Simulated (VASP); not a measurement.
# ScAl3 (I4/mmm) in VASP: a series of runs

Runs on ScAl3. Level: PBE. Tasks: single point.

All numbers are computed with VASP 6.6.1; they aren't measurements. Logs are shortened: lines on timing, memory, paths and dates and some standing lists are left out, and cuts for length are marked.

## Step 1: The cell of the first run

It takes space group I4/mmm (No. 139, tetragonal). The conventional cell has a = 3.943 Å, b = 3.943 Å, c = 8.666 Å, α = 90.00°, β = 90.00°, γ = 90.00°. Within 3.7 Å of Sc (site symmetry 4/mmm) lie 12 Al at 2.79 to 2.93 Å. Within 3.7 Å of Al (site symmetry 4/mmm) lie 4 Sc at 2.79 Å and 8 Al at 2.93 Å. Al (site symmetry -4m2) has 8 Al at 2.79 to 2.93 Å and 4 Sc at 2.93 Å within 3.7 Å.

## Step 2: Single point, PBE

The input, INCAR:

```
ALGO = Normal
EDIFF = 1E-6
ENCUT = 500
GGA = PE
GGA_COMPAT = False
ISIF = 2
ISMEAR = -1
LASPH = True
LCHARG = False
LREAL = False
LWAVE = False
NBANDS = 18
NELM = 120
PREC = Accurate
SIGMA = 0.05
```

The input, KPOINTS:

```
k-points
0
Gamma
  9 9 9
```

The input, POSCAR:

```
ScAl3
1.0
   -1.9717060217      1.9717060217      4.3329013577
    1.9717060217     -1.9717060217      4.3329013577
    1.9717060217      1.9717060217     -4.3329013577
Sc Al
1 3
Direct
    0.0000000000      0.0000000000      0.0000000000
    0.5000000000      0.5000000000      0.0000000000
    0.2500000000      0.7500000000      0.5000000000
    0.7500000000      0.2500000000      0.5000000000
```

Potentials or basis: VASP PAW PBE potentials, release 64 (Sc_sv, Al).

The run is started by

```
cat potpaw_PBE.64/Sc_sv/POTCAR potpaw_PBE.64/Al/POTCAR > POTCAR
mpirun -np 1 vasp_std > vasp.out
```

OUTCAR:

```text
EDIFF = 1E-6
   ENCUT = 500
   GGA = PE
   ISIF = 2
   ISMEAR = -1
   LASPH = True
   LREAL = False
   NELM = 120
   PREC = Accurate

 ion  position               nearest neighbor table
   1  0.000  0.000  0.000-   2 2.79   2 2.79   2 2.79   2 2.79   4 2.93   3 2.93   4 2.93   3 2.93
                             4 2.93   4 2.93   3 2.93   3 2.93
   2  0.500  0.500  0.000-   1 2.79   1 2.79   1 2.79   1 2.79   4 2.93   3 2.93   4 2.93   4 2.93
                             3 2.93   3 2.93   4 2.93   3 2.93
   3  0.250  0.750  0.500-   4 2.79   4 2.79   4 2.79   4 2.79   2 2.93   1 2.93   2 2.93   2 2.93
                             1 2.93   1 2.93   2 2.93   1 2.93
   4  0.750  0.250  0.500-   3 2.79   3 2.79   3 2.79   3 2.79   2 2.93   1 2.93   2 2.93   1 2.93
                             2 2.93   2 2.93   1 2.93   1 2.93

  LATTYP: Found a body centered tetragonal cell.
 ALAT       =     3.9434120434
 C/A-ratio  =     2.1975392427

  Lattice vectors:

 A1 = (  -1.9717060217,   1.9717060217,   4.3329013577)
 A2 = (   1.9717060217,  -1.9717060217,   4.3329013577)
 A3 = (   1.9717060217,   1.9717060217,  -4.3329013577)

Analysis of symmetry for initial positions (statically):
=====================================================================
 Subroutine PRICEL returns:
 Original cell was already a primitive cell.

 Routine SETGRP: Setting up the symmetry group for a
 body centered tetragonal supercell.

 Subroutine GETGRP returns: Found 16 space group operations
 (whereof 16 operations were pure point group operations)
 out of a pool of 16 trial point group operations.

The static configuration has the point symmetry D_4h.

Analysis of symmetry for dynamics (positions and initial velocities):
=====================================================================
 Subroutine PRICEL returns:
 Original cell was already a primitive cell.

 Routine SETGRP: Setting up the symmetry group for a
 body centered tetragonal supercell.

 Subroutine GETGRP returns: Found 16 space group operations
 (whereof 16 operations were pure point group operations)
 out of a pool of 16 trial point group operations.

The dynamic configuration has the point symmetry D_4h.

 Subroutine INISYM returns: Found 16 space group operations
 (whereof 16 operations are pure point group operations),
 and found     1 'primitive' translations

----------------------------------------------------------------------------------------

                                     Primitive cell

  volume of cell :      67.3788

  direct lattice vectors                    reciprocal lattice vectors
    -1.971706022  1.971706022  4.332901358     0.000000000  0.253587500  0.115396119
     1.971706022 -1.971706022  4.332901358     0.253587500  0.000000000  0.115396119
     1.971706022  1.971706022 -4.332901358     0.253587500  0.253587500  0.000000000

  length of vectors
     5.152599679  5.152599679  5.152599679     0.278608837  0.278608837  0.358626881

  position of ions in fractional coordinates (direct lattice)
     0.000000000  0.000000000  0.000000000
     0.500000000  0.500000000  0.000000000
     0.250000000  0.750000000  0.500000000
     0.750000000  0.250000000  0.500000000

  ion indices of the primitive-cell ions
   primitive index   ion index
                 1           1
                 2           2
                 3           3
                 4           4

----------------------------------------------------------------------------------------

 KPOINTS: k-points

Automatic generation of k-mesh.
 Grid dimensions read from file:
 generate k-points for:    9    9    9

 Generating k-lattice:

  Cartesian coordinates                     Fractional coordinates (reciprocal lattice)
     0.000000000  0.028176389  0.012821791     0.111111111 -0.000000000  0.000000000
     0.028176389  0.000000000  0.012821791    -0.000000000  0.111111111  0.000000000
     0.028176389  0.028176389  0.000000000     0.000000000  0.000000000  0.111111111

  Length of vectors
     0.030956537  0.030956537  0.039847431

  Shift w.r.t. Gamma in fractional coordinates (k-lattice)
     0.000000000  0.000000000  0.000000000

 Subroutine IBZKPT returns following result:
 ===========================================

 Found     75 irreducible k-points:

 Following reciprocal coordinates:
            Coordinates               Weight
  0.000000  0.000000  0.000000      1.000000
  0.111111  0.000000 -0.000000      8.000000
  0.222222  0.000000 -0.000000      8.000000
  0.333333  0.000000 -0.000000      8.000000
  0.444444  0.000000 -0.000000      8.000000
  0.111111  0.111111 -0.000000      8.000000
[... 16 lines left out ...]
 -0.333333  0.333333  0.000000      4.000000
  0.444444  0.444444 -0.000000      8.000000
 [... further k-points ...]
   k-points           NKPTS =     75   k-points in BZ     NKDIM =     75   number of bands    NBANDS=     18
   number of dos      NEDOS =    301   number of ions     NIONS =      4
   total plane-waves  NPLWV =  64000
   dimension x,y,z NGX =    40 NGY =   40 NGZ =   40
   dimension x,y,z NGXF=    80 NGYF=   80 NGZF=   80
   ions per type =               1   3
   NGX,Y,Z   is equivalent  to a cutoff of  12.91, 12.91, 12.91 a.u.
   NGXF,Y,Z  is equivalent  to a cutoff of  25.81, 25.81, 25.81 a.u.
 SYSTEM =  unknown system
   PREC   = accura    normal or accurate (medium, high low for compatibility)
   ISTART =      0    job   : 0-new  1-cont  2-samecut
   ICHARG =      2    charge: 1-file 2-atom 10-const
   ISPIN  =      1    spin polarized calculation?
   LNONCOLLINEAR =      F non collinear calculations
   LSORBIT =      F    spin-orbit coupling
   LASPH  =      T    aspherical Exc in radial PAW
   ENCUT  =  500.0 eV  36.75 Ry    6.06 a.u.   9.39  9.39  9.39*2*pi/ulx,y,z
   NELM   =    120;   NELMIN=  2; NELMDL= -5     # of ELM steps
   EDIFF  = 0.1E-05   stopping-criterion for ELM
   LREAL  =      F    real-space projection
   EDIFFG = 0.1E-04   stopping-criterion for IOM
   NSW    =      0    number of steps for IOM
   IBRION =     -1    ionic relax: 0-MD 1-quasi-New 2-CG
   NFREE  =      0    steps in history (QN), initial steepest desc. (CG)
   ISIF   =      2    stress and relaxation
   ISYM   =      2    0-nonsym 1-usesym 2-fastsym
   POTIM  = 0.5000    time-step for ionic-motion
   TEBEG  =    0.0;   TEEND  =   0.0 temperature during run
   PSTRESS=    0.0 pullay stress
   NELECT =      20.0000    total number of electrons
   NUPDOWN=      -1.0000    fix difference up-down
   EMIN   =  10.00;   EMAX   =-10.00  energy-range for DOS
   EFERMI =   0.00;   METHOD = LEGACY
   ISMEAR =    -1;   SIGMA  =   0.05  broadening in eV -4-tet -1-fermi 0-gaus
   EFERMI_NEDOS =   21; number of points for ismear=-14 and -15
   IALGO  =     38    algorithm
   IMIX   =      4    mixing-type and parameters
     AMIX     =   0.40;   BMIX     =  1.00
     AMIX_MAG =   1.60;   BMIX_MAG =  1.00
  volume/ion in A,a.u.               =      16.84       113.67
  Fermi-wavevector in a.u.,A,eV,Ry     =   1.092053  2.063681 16.226038  1.192580
  Thomas-Fermi vector in A             =   2.228311
   LORBIT       =      0    0 simple, 1 ext, 2 COOP (PROOUT), +10 PAW based schemes
   GGA     = PE    functional components
   LHFCALC =     F    Hartree Fock is set to
   AEXX    =    0.0000 exact exchange contribution
   IVDW    =     0    specifies the selected vdW correction
   LEPSILON=     F    determine dielectric tensor
   LRPA    =     F    only Hartree local field effects (RPA)
 non-spin polarized calculation
  energy-cutoff  :      500.00
  volume of cell :       67.38
 maximum number of plane-waves:      1736
 NGX is ok and might be reduce to    40
   NGX = 19   NGY = 19   NGZ = 19

 number of electron      20.0000002 magnetization

 Free energy of the ion-electron system (eV)
  ---------------------------------------------------
  ext. energy  EPLUGINS =         0.00000000
  ---------------------------------------------------
  free energy    TOTEN  =       -18.88418352 eV

  energy without entropy =      -18.86845126  energy(sigma->0) =      -18.87631739

 E-fermi :   6.9995     XC(G=0): -10.4744

 val. band max:        6.9960490200   @ k =  -0.1111   0.2222   0.1111
 cond. band min:       7.0074844562   @ k =   0.3333   0.0000  -0.0000
 fundamental gap:      0.0114354362
 Fermi energy:         6.9994946447

 k-point     1 :       0.0000    0.0000    0.0000
  band No.  band energies     occupation
      1     -41.6419      2.00000
      2     -20.3574      2.00000
      3     -20.3397      2.00000
      4     -20.3397      2.00000
      5      -2.6928      2.00000
      6       4.4370      2.00000
[... 10 lines left out ...]
     17      11.7829      0.00000
     18      11.9564      0.00000

 k-point     2 :       0.1111    0.0000   -0.0000
  band No.  band energies     occupation
      1     -41.6416      2.00000
      2     -20.3572      2.00000
      3     -20.3451      2.00000
      4     -20.3393      2.00000
      5      -2.5443      2.00000
      6       3.9003      2.00000
[... 10 lines left out ...]
     17      11.9200      0.00000
     18      12.1714      0.00000

 k-point     3 :       0.2222    0.0000   -0.0000
  band No.  band energies     occupation
      1     -41.6410      2.00000
      2     -20.3590      2.00000
      3     -20.3566      2.00000
      4     -20.3384      2.00000
      5      -2.1056      2.00000
      6       3.1434      2.00000
[... 10 lines left out ...]
     17      11.9395      0.00000
     18      12.4550      0.00000

 k-point     4 :       0.3333    0.0000   -0.0000
  band No.  band energies     occupation
      1     -41.6402      2.00000
      2     -20.3742      2.00000
      3     -20.3563      2.00000
      4     -20.3373      2.00000
      5      -1.3967      2.00000
      6       1.9872      2.00000
[... 375 lines left out ...]
      4     -20.3523      2.00000
      5       0.1649      2.00000
      6       2.2326      2.00000
[... 10 lines left out ...]
     17      11.5097      0.00000
     18      13.5912      0.00000

 k-point    23 :      -0.3333    0.3333    0.0000
  band No.  band energies     occupation
      1     -41.6387      2.00000
      2     -20.3709      2.00000
      3     -20.3682      2.00000
      4     -20.3527      2.00000
      5      -0.5942      2.00000
      6       3.1565      2.00000
[... 10 lines left out ...]
     17      11.3700      0.00000
     18      14.1430      0.00000

 k-point    24 :       0.4444    0.4444   -0.0000
  band No.  band energies     occupation
      1     -41.6378      2.00000
      2     -20.3784      2.00000
      3     -20.3768      2.00000
      4     -20.3516      2.00000
      5       1.3335      2.00000
      6       2.0946      2.00000
[... 10 lines left out ...]
     17      11.5676      0.00000
     18      13.6108      0.00000

 [... further k-points ...]

------------------------ aborting loop because EDIFF is reached ----------------------------------------

  FORCE on cell =-STRESS in cart. coord.  units (eV):
  Direction    XX          YY          ZZ          XY          YZ          ZX
  --------------------------------------------------------------------------------------
  -------------------------------------------------------------------------------------
  Total        2.3435178      2.3435178      2.0683515      0.0000000     -0.0000000      0.0000000
  in kB       55.7257237     55.7257237     49.1826373      0.0000000     -0.0000000      0.0000000
  external PRESSURE =      53.5446949 kB  Pullay stress =       0.0000000 kB

 VOLUME and BASIS-vectors are now :
 -----------------------------------------------------------------------------
  energy-cutoff  :      500.00
  volume of cell :       67.38
      direct lattice vectors                 reciprocal lattice vectors
    -1.971706022  1.971706022  4.332901358     0.000000000  0.253587500  0.115396119
     1.971706022 -1.971706022  4.332901358     0.253587500  0.000000000  0.115396119
     1.971706022  1.971706022 -4.332901358     0.253587500  0.253587500  0.000000000

 POSITION                                       TOTAL-FORCE (eV/Angst)
 -----------------------------------------------------------------------------------
      0.00000      0.00000      0.00000        -0.000000     -0.000000     -0.000000
      0.00000      0.00000      4.33290        -0.000000     -0.000000     -0.000000
      1.97171      0.00000      2.16645        -0.000000      0.000000      0.000000
      0.00000      1.97171      2.16645         0.000000     -0.000000     -0.000000
 -----------------------------------------------------------------------------------
    total drift:                               -0.000000     -0.000000     -0.000000

  FREE ENERGIE OF THE ION-ELECTRON SYSTEM (eV)
  ---------------------------------------------------
  free  energy   TOTEN  =       -18.8841835235 eV

  energy  without entropy=      -18.8684512571  energy(sigma->0) =      -18.87631739
```

It took 57 s on 1 thread of Intel Xeon 6975P-C (Granite Rapids), shared host; peak memory 0.27 GiB.

What came out:

```
Free energy            : -18.8842 eV
Pressure               : 5.4 GPa
Band gap on the k mesh : zero (bands 10 and 11 overlap by 1.85 eV)
```

Stress tensor (GPa, compression positive):
```
5.57 0.00 0.00
0.00 5.57 0.00
0.00 0.00 4.92
```

Caveat: the cell stands under pressure.

## Step 3: Single point, PBE

This run uses another cell than the first one, of 17.20 Å³/atom.

The input, INCAR:

```
SYSTEM = ScAl3
ALGO = Normal ; EDIFF = 1E-6
ENCUT = 500 ; GGA = PE
GGA_COMPAT = .FALSE. ; ISIF = 2
ISMEAR = -1 ; LASPH = .TRUE.
LCHARG = .FALSE. ; LREAL = .FALSE.
LWAVE = .FALSE. ; NBANDS = 18
NELM = 120 ; PREC = Accurate
SIGMA = 0.05
```

The input, KPOINTS:

```
k-points
0
G
  9 9 9
  0 0 0
```

The input, POSCAR:

```
ScAl3
1.0
   -1.9855917329      1.9855917329      4.3634157529
    1.9855917329     -1.9855917329      4.3634157529
    1.9855917329      1.9855917329     -4.3634157529
Sc Al
1 3
Direct
    0.0000000000      0.0000000000      0.0000000000
    0.5000000000      0.5000000000      0.0000000000
    0.2500000000      0.7500000000      0.5000000000
    0.7500000000      0.2500000000      0.5000000000
```

Potentials or basis: VASP PAW PBE potentials, release 64 (Sc_sv, Al).

The run is started by

```
cat potpaw_PBE.64/Sc_sv/POTCAR potpaw_PBE.64/Al/POTCAR > POTCAR
mpirun -np 1 vasp_std > vasp.out
```

Run time: 49 s. Hardware: 1 thread of Intel Xeon 6975P-C (Granite Rapids), shared host; peak memory 0.28 GiB.

The run converged. Its results:

| Item | Value |
| --- | --- |
| Free energy | -18.9230 eV |
| Pressure | 3.3 GPa |
| Band gap on the k mesh | zero (bands 10 and 11 overlap by 1.84 eV) |

Stress tensor (GPa, compression positive):
```
3.42 0.00 0.00
0.00 3.42 0.00
0.00 0.00 2.95
```

Levels at points of the mesh, in eV from the Fermi level:
```csv
k point,band 6,band 7,band 8,band 9,band 10,band 11,band 12,band 13,band 14,band 15
"(0.00, 0.00, 0.00)",-2.56,-2.29,-1.03,-1.03,-0.93,1.67,1.67,1.68,1.79,2.34
```

Caveat: the cell stands under pressure.

## Step 4: Single point, PBE

This run uses another cell than the first one, of 17.56 Å³/atom.

The input, INCAR:

```
  PREC = Accurate
  ENCUT = 500
  EDIFF = 1E-6
  ISMEAR = -1
  SIGMA = 0.05
  LREAL = False
  LASPH = True
  NELM = 120
  ALGO = Normal
  ISIF = 2
  LWAVE = False
  LCHARG = False
  GGA = PE
  NBANDS = 18
  GGA_COMPAT = False
```

The input, KPOINTS:

```
Automatic mesh
0
Gamma
  9 9 9
```

The input, POSCAR:

```
ScAl3
1.0
   -1.9992859017      1.9992859017      4.3935092263
    1.9992859017     -1.9992859017      4.3935092263
    1.9992859017      1.9992859017     -4.3935092263
Sc Al
1 3
Direct
    0.0000000000      0.0000000000      0.0000000000
    0.5000000000      0.5000000000      0.0000000000
    0.2500000000      0.7500000000      0.5000000000
    0.7500000000      0.2500000000      0.5000000000
```

The run is started by

```
cat potpaw_PBE.64/Sc_sv/POTCAR potpaw_PBE.64/Al/POTCAR > POTCAR
mpirun -np 1 vasp_std > vasp.out
```

It took 50 s on 1 thread of Intel Xeon 6975P-C (Granite Rapids), shared host; peak memory 0.28 GiB.

Results (log left out):

- Free energy: -18.9438 eV
- Pressure: 1.4 GPa
- Band gap on the k mesh: zero (bands 10 and 11 overlap by 1.84 eV)

Stress tensor (GPa, compression positive):
```
1.46 0.00 0.00
0.00 1.46 0.00
0.00 0.00 1.17
```

Levels at points of the mesh, in eV from the Fermi level:
```csv
k point,band 8,band 9,band 10,band 11,band 12,band 13
"(0.00, 0.00, 0.00)",-1.01,-1.01,-0.90,1.55,1.63,1.63
```

## Step 5: Summary

| cell | gap on the mesh (eV) | pressure (GPa) |
| --- | --- | --- |
| a = 5.153 Å, angles 135.0, 135.0, 65.5°, 4 atoms | none | 5.4 |
| a = 5.189 Å, angles 135.0, 135.0, 65.5°, 4 atoms | none | 3.3 |
| a = 5.225 Å, angles 135.0, 135.0, 65.5°, 4 atoms | none | 1.4 |

Alike in all rows: task single point; level PBE; potentials or basis VASP PAW PBE potentials, release 64 (Sc_sv, Al); no spin polarisation; k mesh 9 × 9 × 9; cutoff (eV) 500; smearing fermi-dirac 0.05 eV.

Caveats: the cell stands under pressure (at least some runs).

Total energies depend on the potentials used, so only differences within one code and one set of settings carry meaning.
